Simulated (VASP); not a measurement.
# Co (Fm-3m) in VASP: a series of runs

Runs on Co. Level: PBE. Tasks: single point.

Everything below comes from runs of VASP 6.6.1. Logs are shortened: lines on timing, memory, paths and dates and some standing lists are left out, and cuts for length are marked.

### Step 1. The cell of the first run

It takes space group Fm-3m (No. 225, cubic). The conventional cell has a = 3.617 Å, b = 3.617 Å, c = 3.617 Å, α = 90.00°, β = 90.00°, γ = 90.00°. Co (site symmetry m-3m) has 12 Co at 2.56 Å within 3.4 Å.

### Step 2. Single point, PBE, collinear spin, ferromagnetic start

INCAR

```
ALGO     = Normal         # electronic algorithm
EDIFF    = 1E-6           # SCF threshold, eV
ENCUT    = 520            # plane-wave cutoff, eV
GGA      = PE             # functional
ISIF     = 2              # what is computed and relaxed
ISMEAR   = -1             # smearing method
ISPIN    = 2              # spin polarisation
LASPH    = True           # aspherical terms in the spheres
LCHARG   = True           # write CHGCAR
LELF     = True           # ELF
LMAXMIX  = 4              # l up to which the mixer works
LORBIT   = 11             # projections on sites
LREAL    = False          # projectors in reciprocal space
LVHAR    = True         
LWAVE    = False          # write WAVECAR
MAGMOM   = 3 3            # initial moments
NBANDS   = 20             # bands
NELM     = 150            # most SCF steps
PREC     = Accurate       # precision mode
SIGMA    = 0.1            # smearing width, eV
```

KPOINTS

```
k-points
0
Gamma
  12 12 12
```

POSCAR

```
Co
1.0
    3.6170000000      1.8085000000      1.8085000000
    1.8085000000      3.6170000000      1.8085000000
    1.8085000000      1.8085000000      3.6170000000
Co
2
Direct
    0.0000000000      0.0000000000      0.0000000000
    0.5000000000      0.5000000000      0.5000000000
```

Potentials or basis: VASP PAW PBE potentials, release 64 (Co).

Started as:

```console
$ cat potpaw_PBE.64/Co/POTCAR > POTCAR
$ mpirun -np 1 vasp_std > vasp.out
```

OUTCAR:

```text
EDIFF = 1E-6
   ENCUT = 520
   GGA = PE
   ISIF = 2
   ISMEAR = -1
   ISPIN = 2
   LASPH = True
   LORBIT = 11
   LREAL = False
   NELM = 150
   PREC = Accurate

 ion  position               nearest neighbor table
   1  0.000  0.000  0.000-   2 2.56   2 2.56   2 2.56   2 2.56   2 2.56   2 2.56
   2  0.500  0.500  0.500-   1 2.56   1 2.56   1 2.56   1 2.56   1 2.56   1 2.56

  LATTYP: Found a trigonal (rhomboedric) cell.
 ALAT       =     4.4299021998
 COS(alpha) =     0.8333333333

  Lattice vectors:

 A1 = (   3.6170000000,   1.8085000000,   1.8085000000)
 A2 = (   1.8085000000,   3.6170000000,   1.8085000000)
 A3 = (   1.8085000000,   1.8085000000,   3.6170000000)

Analysis of symmetry for initial positions (statically):
=====================================================================
 Subroutine PRICEL returns following result:

  LATTYP: Found a face centered cubic cell.
 ALAT       =     3.6170000000

  Lattice vectors:

 A1 = (   0.0000000000,  -1.8085000000,   1.8085000000)
 A2 = (  -1.8085000000,  -0.0000000000,   1.8085000000)
 A3 = (  -1.8085000000,  -1.8085000000,   0.0000000000)

   2 primitive cells build up your supercell.

 Routine SETGRP: Setting up the symmetry group for a
 trigonal (rhombohedral) supercell.

 Subroutine GETGRP returns: Found 12 space group operations
 (whereof 12 operations were pure point group operations)
 out of a pool of 12 trial point group operations.

The static configuration has the point symmetry D_3d.

Analysis of symmetry for dynamics (positions and initial velocities):
=====================================================================
 Subroutine PRICEL returns following result:

  LATTYP: Found a face centered cubic cell.
 ALAT       =     3.6170000000

  Lattice vectors:

 A1 = (   0.0000000000,  -1.8085000000,   1.8085000000)
 A2 = (  -1.8085000000,  -0.0000000000,   1.8085000000)
 A3 = (  -1.8085000000,  -1.8085000000,   0.0000000000)

   2 primitive cells build up your supercell.

 Routine SETGRP: Setting up the symmetry group for a
 trigonal (rhombohedral) supercell.

 Subroutine GETGRP returns: Found 12 space group operations
 (whereof 12 operations were pure point group operations)
 out of a pool of 12 trial point group operations.

The dynamic configuration has the point symmetry D_3d.

Analysis of structural, dynamic, and magnetic symmetry:
=====================================================================
 Subroutine PRICEL returns following result:

  LATTYP: Found a face centered cubic cell.
 ALAT       =     3.6170000000

  Lattice vectors:

 A1 = (   0.0000000000,  -1.8085000000,   1.8085000000)
 A2 = (  -1.8085000000,  -0.0000000000,   1.8085000000)
 A3 = (  -1.8085000000,  -1.8085000000,   0.0000000000)

   2 primitive cells build up your supercell.

 Routine SETGRP: Setting up the symmetry group for a
 trigonal (rhombohedral) supercell.

 Subroutine GETGRP returns: Found 12 space group operations
 (whereof 12 operations were pure point group operations)
 out of a pool of 12 trial point group operations.

The overall configuration has the point symmetry D_3d.

 Subroutine INISYM returns: Found 12 space group operations
 (whereof 12 operations are pure point group operations),
 and found     2 'primitive' translations

----------------------------------------------------------------------------------------

                                     Primitive cell

  volume of cell :      11.8300

  direct lattice vectors                    reciprocal lattice vectors
     0.000000000 -1.808500000  1.808500000     0.276472215 -0.276472215  0.276472215
    -1.808500000 -0.000000000  1.808500000    -0.276472215  0.276472215  0.276472215
    -1.808500000 -1.808500000  0.000000000    -0.276472215 -0.276472215 -0.276472215

  length of vectors
     2.557605228  2.557605228  2.557605228     0.478863922  0.478863922  0.478863922

  position of ions in fractional coordinates (direct lattice)
     0.000000000  0.000000000  0.000000000

  ion indices of the primitive-cell ions
   primitive index   ion index
                 1           1

----------------------------------------------------------------------------------------

 KPOINTS: k-points

Automatic generation of k-mesh.
 Grid dimensions read from file:
 generate k-points for:   12   12   12

 Generating k-lattice:

  Cartesian coordinates                     Fractional coordinates (reciprocal lattice)
     0.034559027 -0.011519676 -0.011519676     0.083333333 -0.000000000 -0.000000000
    -0.011519676  0.034559027 -0.011519676    -0.000000000  0.083333333 -0.000000000
    -0.011519676 -0.011519676  0.034559027    -0.000000000 -0.000000000  0.083333333

  Length of vectors
     0.038206442  0.038206442  0.038206442

  Shift w.r.t. Gamma in fractional coordinates (k-lattice)
     0.000000000  0.000000000  0.000000000

 Subroutine IBZKPT returns following result:
 ===========================================

 Found    189 irreducible k-points:

 Following reciprocal coordinates:
            Coordinates               Weight
  0.000000  0.000000  0.000000      1.000000
  0.083333 -0.000000 -0.000000      6.000000
  0.166667  0.000000  0.000000      6.000000
  0.250000 -0.000000 -0.000000      6.000000
  0.333333 -0.000000 -0.000000      6.000000
  0.416667 -0.000000 -0.000000      6.000000
[... 16 lines left out ...]
  0.500000  0.166667 -0.000000     12.000000
 -0.416667  0.166667  0.000000     12.000000
 [... further k-points ...]
   k-points           NKPTS =    189   k-points in BZ     NKDIM =    189   number of bands    NBANDS=     20
   number of dos      NEDOS =    301   number of ions     NIONS =      2
   total plane-waves  NPLWV =  46656
   dimension x,y,z NGX =    36 NGY =   36 NGZ =   36
   dimension x,y,z NGXF=    72 NGYF=   72 NGZF=   72
   ions per type =               2
   NGX,Y,Z   is equivalent  to a cutoff of  13.51, 13.51, 13.51 a.u.
   NGXF,Y,Z  is equivalent  to a cutoff of  27.02, 27.02, 27.02 a.u.
 SYSTEM =  unknown system
   PREC   = accura    normal or accurate (medium, high low for compatibility)
   ISTART =      0    job   : 0-new  1-cont  2-samecut
   ICHARG =      2    charge: 1-file 2-atom 10-const
   ISPIN  =      2    spin polarized calculation?
   LNONCOLLINEAR =      F non collinear calculations
   LSORBIT =      F    spin-orbit coupling
   LASPH  =      T    aspherical Exc in radial PAW
   ENCUT  =  520.0 eV  38.22 Ry    6.18 a.u.   8.24  8.24  8.24*2*pi/ulx,y,z
   NELM   =    150;   NELMIN=  2; NELMDL= -5     # of ELM steps
   EDIFF  = 0.1E-05   stopping-criterion for ELM
   LREAL  =      F    real-space projection
   EDIFFG = 0.1E-04   stopping-criterion for IOM
   NSW    =      0    number of steps for IOM
   IBRION =     -1    ionic relax: 0-MD 1-quasi-New 2-CG
   NFREE  =      0    steps in history (QN), initial steepest desc. (CG)
   ISIF   =      2    stress and relaxation
   ISYM   =      2    0-nonsym 1-usesym 2-fastsym
   POTIM  = 0.5000    time-step for ionic-motion
   TEBEG  =    0.0;   TEEND  =   0.0 temperature during run
   PSTRESS=    0.0 pullay stress
   NELECT =      18.0000    total number of electrons
   NUPDOWN=      -1.0000    fix difference up-down
   EMIN   =  10.00;   EMAX   =-10.00  energy-range for DOS
   EFERMI =   0.00;   METHOD = LEGACY
   ISMEAR =    -1;   SIGMA  =   0.10  broadening in eV -4-tet -1-fermi 0-gaus
   EFERMI_NEDOS =   21; number of points for ismear=-14 and -15
   IALGO  =     38    algorithm
   IMIX   =      4    mixing-type and parameters
     AMIX     =   0.40;   BMIX     =  1.00
     AMIX_MAG =   1.60;   BMIX_MAG =  1.00
  volume/ion in A,a.u.               =      11.83        79.83
  Fermi-wavevector in a.u.,A,eV,Ry     =   1.494493  2.824182 30.388730  2.233509
  Thomas-Fermi vector in A             =   2.606759
   LORBIT       =     11    0 simple, 1 ext, 2 COOP (PROOUT), +10 PAW based schemes
   GGA     = PE    functional components
   LHFCALC =     F    Hartree Fock is set to
   AEXX    =    0.0000 exact exchange contribution
   IVDW    =     0    specifies the selected vdW correction
   LEPSILON=     F    determine dielectric tensor
   LRPA    =     F    only Hartree local field effects (RPA)
 spin polarized calculation
  energy-cutoff  :      520.00
  volume of cell :       23.66
 maximum number of plane-waves:       663
 NGX is ok and might be reduce to    36
   NGX = 17   NGY = 17   NGZ = 17

 number of electron      18.0000001 magnetization       3.4121427

 Free energy of the ion-electron system (eV)
  ---------------------------------------------------
  ext. energy  EPLUGINS =         0.00000000
  ---------------------------------------------------
  free energy    TOTEN  =       -13.98863364 eV

  energy without entropy =      -13.90815831  energy(sigma->0) =      -13.94839597

 E-fermi :   9.1916     XC(G=0): -12.9045

 val. band max:        9.1916074146   @ k =  -0.4167   0.3333   0.1667
 cond. band min:       9.1941844300   @ k =   0.5000   0.3333   0.2500
 fundamental gap:      0.0025770153
 Fermi energy:         9.1916351363

 spin component 1

 k-point     1 :       0.0000    0.0000    0.0000
  band No.  band energies     occupation
      1       0.6644      1.00000
      2       4.3418      1.00000
      3       6.4315      1.00000
      4       6.4315      1.00000
      5       6.5653      1.00000
      6       6.5665      1.00000
[... 12 lines left out ...]
     19      35.1708      0.00000
[... 513 lines left out ...]
      4       5.6796      1.00000
      5       6.2347      1.00000
      6       6.3163      1.00000
[... 12 lines left out ...]
     19      34.3359      0.00000
     20      34.7145      0.00000

 [... further k-points ...]

 spin component 2

 k-point     1 :       0.0000    0.0000    0.0000
  band No.  band energies     occupation
      1       0.6688      1.00000
      2       5.2843      1.00000
      3       8.1914      0.99995
      4       8.1935      0.99995
      5       8.1935      0.99995
      6       8.2102      0.99995
[... 12 lines left out ...]
     19      35.3498      0.00000
[... 513 lines left out ...]
      4       7.0910      1.00000
      5       7.5885      1.00000
      6       7.6425      1.00000
[... 12 lines left out ...]
     19      34.4217      0.00000
     20      34.8361      0.00000

 [... further k-points ...]
[... 5 lines left out ...]
  --------------------------------------------------------------------------------------
  -------------------------------------------------------------------------------------
  Total       -2.0719106     -2.0719106     -2.0719106     -0.0097293     -0.0097293     -0.0097293
  in kB     -140.3027128   -140.3027128   -140.3027128     -0.6588361     -0.6588361     -0.6588361
  external PRESSURE =    -140.3027128 kB  Pullay stress =       0.0000000 kB

 VOLUME and BASIS-vectors are now :
 -----------------------------------------------------------------------------
  energy-cutoff  :      520.00
  volume of cell :       23.66
      direct lattice vectors                 reciprocal lattice vectors
     3.617000000  1.808500000  1.808500000     0.414708322 -0.138236107 -0.138236107
     1.808500000  3.617000000  1.808500000    -0.138236107  0.414708322 -0.138236107
     1.808500000  1.808500000  3.617000000    -0.138236107 -0.138236107  0.414708322

 POSITION                                       TOTAL-FORCE (eV/Angst)
 -----------------------------------------------------------------------------------
      0.00000      0.00000      0.00000        -0.000000     -0.000000      0.000000
      3.61700      3.61700      3.61700         0.000000      0.000000     -0.000000
 -----------------------------------------------------------------------------------
    total drift:                                0.000000      0.000000      0.000000

  FREE ENERGIE OF THE ION-ELECTRON SYSTEM (eV)
  ---------------------------------------------------
  free  energy   TOTEN  =       -13.9886336397 eV

  energy  without entropy=      -13.9081583069  energy(sigma->0) =      -13.94839597

 total charge

# of ion       s       p       d       tot
------------------------------------------
    1        0.457   0.454   7.205   8.116
    2        0.457   0.454   7.205   8.116
--------------------------------------------------
tot          0.913   0.909  14.410  16.232

 magnetization (x)

# of ion       s       p       d       tot
------------------------------------------
    1       -0.011  -0.047   1.797   1.739
    2       -0.011  -0.047   1.797   1.739
--------------------------------------------------
tot         -0.022  -0.094   3.593   3.478
```

Run time: 5.8 min. Hardware: 1 thread of Intel Xeon Platinum 8488C (Sapphire Rapids), shared host; peak memory 0.33 GiB.

What came out:

| Item | Value |
| --- | --- |
| Free energy | -13.9886 eV |
| Pressure | -14.0 GPa |
| Net moment | 3.41 μB per cell |
| Site moments | Co +1.74 μB |
| Valence electrons inside the program's atomic spheres | Co 8.12 |

### Step 3. Single point, PBE, collinear spin, ferromagnetic start

INCAR

```
SYSTEM = Co
PREC = Accurate
ENCUT = 520
EDIFF = 1E-7
ISMEAR = -1
SIGMA = 0.1
LREAL = .False.
LASPH = .True.
NELM = 150
ALGO = Normal
ISIF = 2
LWAVE = .False.
LCHARG = .False.
ISPIN = 2
MAGMOM = 3 3
LORBIT = 11
LMAXMIX = 4
GGA = PE
NBANDS = 20
```

KPOINTS

```
regular mesh
0
Gamma
  12 12 12
  0 0 0
```

POSCAR is that of step 2.

Potentials or basis: VASP PAW PBE potentials, release 64 (Co).

Started as:

```console
$ cat potpaw_PBE.64/Co/POTCAR > POTCAR
$ mpirun -np 1 vasp_std > vasp.out
```

It took 5.2 min on 1 thread of Intel Xeon Platinum 8488C (Sapphire Rapids), shared host; peak memory 0.33 GiB.

Results (log left out):

* Free energy: -13.9886 eV
* Pressure: -14.0 GPa
* Net moment: 3.41 μB per cell
* Site moments: Co +1.74 μB
* Valence electrons inside the program's atomic spheres: Co 8.12

Stress tensor (GPa, compression positive):
```
-13.98  -0.07  -0.07
 -0.07 -13.98  -0.07
 -0.07  -0.07 -13.98
```

Levels at points of the mesh, in eV from the Fermi level:
Spin up:
```tsv
k point	band 8	band 9	band 10	band 11	band 12	band 13	band 14	band 15
(0.00, 0.00, 0.00)	-1.76	-1.76	-0.95	-0.95	-0.24	5.38	20.90	22.30
(0.50, 0.00, 0.00)	-1.94	-0.89	-0.89	2.04	2.04	8.04	8.04	13.80
(0.50, 0.50, 0.00)	-0.95	-0.71	-0.71	-0.24	2.36	5.38	8.69	14.01
(0.50, 0.50, 0.50)	-2.49	-1.61	-1.61	-1.61	-1.61	13.70	13.70	22.42
```
Spin down:
| k point | band 3 | band 4 | band 5 | band 6 | band 7 | band 8 | band 9 | band 10 | band 11 | band 12 |
| --- | --- | --- | --- | --- | --- | --- | --- | --- | --- | --- |
| (0.00, 0.00, 0.00) | -1.00 | -1.00 | -1.00 | -0.98 | -0.98 | -0.30 | 0.32 | 0.32 | 1.03 | 1.03 |
| (0.50, 0.00, 0.00) | -2.36 | -2.36 | -1.18 | -1.18 | -0.05 | -0.05 | 1.08 | 1.08 | 3.06 | 3.06 |
| (0.50, 0.50, 0.00) | -3.00 | -0.98 | -0.98 | -0.30 | 1.03 | 1.03 | 1.10 | 1.16 | 1.16 | 2.35 |
| (0.50, 0.50, 0.50) | -1.50 | -1.50 | -0.75 | -0.75 | -0.75 | -0.75 | 0.38 | 0.38 | 0.38 | 0.38 |

### Step 4. Single point, PBE, collinear spin

INCAR

```
SYSTEM = Co
PREC = Accurate ; ENCUT = 520
EDIFF = 1E-6 ; ISMEAR = -1
SIGMA = 0.1 ; LREAL = .False.
LASPH = .True. ; NELM = 150
ALGO = Normal ; ISIF = 2
LWAVE = .False. ; LCHARG = .False.
ISPIN = 2 ; MAGMOM = 0 3
LORBIT = 11 ; LMAXMIX = 4
GGA = PE ; NBANDS = 20
```

KPOINTS

```
Automatic mesh
0
Gamma
  12 12 12
  0 0 0
```

POSCAR is that of step 3.

Started as:

```console
$ cat potpaw_PBE.64/Co/POTCAR > POTCAR
$ mpirun -np 1 vasp_std > vasp.out
```

Run time: 7.9 min. Hardware: 1 thread of Intel Xeon Platinum 8488C (Sapphire Rapids), shared host; peak memory 0.33 GiB.

Results (log left out):

```
Free energy                                           : -13.9886 eV
Pressure                                              : -14.0 GPa
Net moment                                            : 3.41 μB per cell
Site moments                                          : Co +1.74 μB
Valence electrons inside the program's atomic spheres : Co 8.12
```

Stress tensor (GPa, compression positive):
```
-14.00  -0.07  -0.07
 -0.07 -14.00  -0.07
 -0.07  -0.07 -14.00
```

Levels at points of the mesh, in eV from the Fermi level:
Spin up:
| k point | band 9 | band 10 | band 11 | band 12 | band 13 | band 14 |
| --- | --- | --- | --- | --- | --- | --- |
| (0.00, 0.00, 0.00) | -1.76 | -0.95 | -0.95 | -0.24 | 5.38 | 20.90 |
| (0.50, 0.00, 0.00) | -0.89 | -0.89 | 2.04 | 2.04 | 8.04 | 8.04 |
| (0.50, 0.50, 0.00) | -0.71 | -0.71 | -0.24 | 2.36 | 5.38 | 8.69 |
| (0.50, 0.50, 0.50) | -1.61 | -1.61 | -1.61 | -1.61 | 13.70 | 13.70 |
Spin down:
```
           k point  band 3  band 4  band 5  band 6  band 7  band 8  band 9  band 10  band 11  band 12
(0.00, 0.00, 0.00)   -1.00   -1.00   -1.00   -0.98   -0.98   -0.30    0.32     0.32     1.03     1.03
(0.50, 0.00, 0.00)   -2.36   -2.36   -1.18   -1.18   -0.05   -0.05    1.08     1.08     3.06     3.06
(0.50, 0.50, 0.00)   -3.00   -0.98   -0.98   -0.30    1.03    1.03    1.10     1.16     1.16     2.35
(0.50, 0.50, 0.50)   -1.50   -1.50   -0.75   -0.75   -0.75   -0.75    0.38     0.38     0.38     0.38
```
